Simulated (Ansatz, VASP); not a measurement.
**AlGeSbH2 in VASP and in Ansatz**

INCAR

```
SYSTEM = AlGeSbH2
PREC = Accurate
ENCUT = 500
EDIFF = 1E-7
ISMEAR = 0
SIGMA = 0.15
LREAL = .FALSE.
LASPH = .TRUE.
NELM = 120
ALGO = Normal
ISIF = 3
LWAVE = .FALSE.
LCHARG = .FALSE.
GGA = PE
IBRION = 2
NSW = 36
EDIFFG = -0.08
GGA_COMPAT = .FALSE.
NELMIN = 4
```

Contents of KPOINTS:

```
Automatic mesh
0
G
  3 3 2
  0 0 0
```

POSCAR

```
AlGeSbH2
1.0
    3.6956567300      0.0000000000      0.0000000000
    0.0000000000      3.6956567300      0.0000000000
    0.0000000000      0.0000000000      6.8056206400
Al Ge Sb H
1 1 1 2
Direct
    0.0000000000      0.0000000000      0.5000000000
    0.5000000000      0.5000000000      0.0000000000
    0.0000000000      0.0000000000      0.0000000000
    0.5000000000      0.0000000000      0.5000000000
    0.0000000000      0.5000000000      0.5000000000
```

Input for Ansatz:

```yaml
crystal:
  lattice:
    - [3.69565673, 0.0, 0.0]
    - [0.0, 3.69565673, 0.0]
    - [0.0, 0.0, 6.80562064]
  atoms:
    - { symbol: Al, position: [0.0, 0.0, 0.5] }
    - { symbol: Ge, position: [0.5, 0.5, 0.0] }
    - { symbol: Sb, position: [0.0, 0.0, 0.0] }
    - { symbol: H, position: [0.5, 0.0, 0.5] }
    - { symbol: H, position: [0.0, 0.5, 0.5] }
basis:
  ecutwfc: 420
kpoints:
  mp_grid: { grid: [3, 3, 2] }
hamiltonian:
  xc: pbe
scf:
  occupations: { method: gaussian, width: 0.15 }
  lower_state_search: "off"
output:
  forces: true
  stress: true
  eigenvalues: true
relax:
  adjacent_minimum: "off"
  f_tol: 0.08
  max_steps: 16
  cell: { stress_tol: 0.8 }
```

Alike in both runs: task relaxation of cell and atoms; functional PBE; k mesh 3 × 3 × 2; occupations gaussian, width 0.15 eV; no spin polarisation.

|  | VASP | Ansatz |
| --- | --- | --- |
| version | VASP 6.6.1 | Ansatz 0.2.0 |
| potentials or method | VASP PAW PBE potentials, release 64 (Al, Ge_d, Sb, H), cutoff 500 eV | scalar-relativistic, plane waves, PAW |
| valence electrons in the cell | 24 | 34 |

Ansatz gave:

```
gap on the k mesh at the Fermi level, each at its own relaxed structure (eV) : none
relaxed volume (Å³/atom)                                                     : 18.22
relaxed cell length with the largest relative difference (Å)                 : 6.168
```

Estimate VASP's values.

gap on the k mesh at the Fermi level, each at its own relaxed structure (eV): none; relaxed volume (Å³/atom): 18.20; relaxed cell length with the largest relative difference (Å): 6.190.

A gap of «none» marks a metal or a gap that the smearing closes. VASP's potentials hold 24 valence electrons a cell and Ansatz's 34, so a difference there can come from the potentials and not from the codes.

The k mesh is coarse, so the values compare programs but aren't converged. Neither program's run includes spin-orbit coupling.
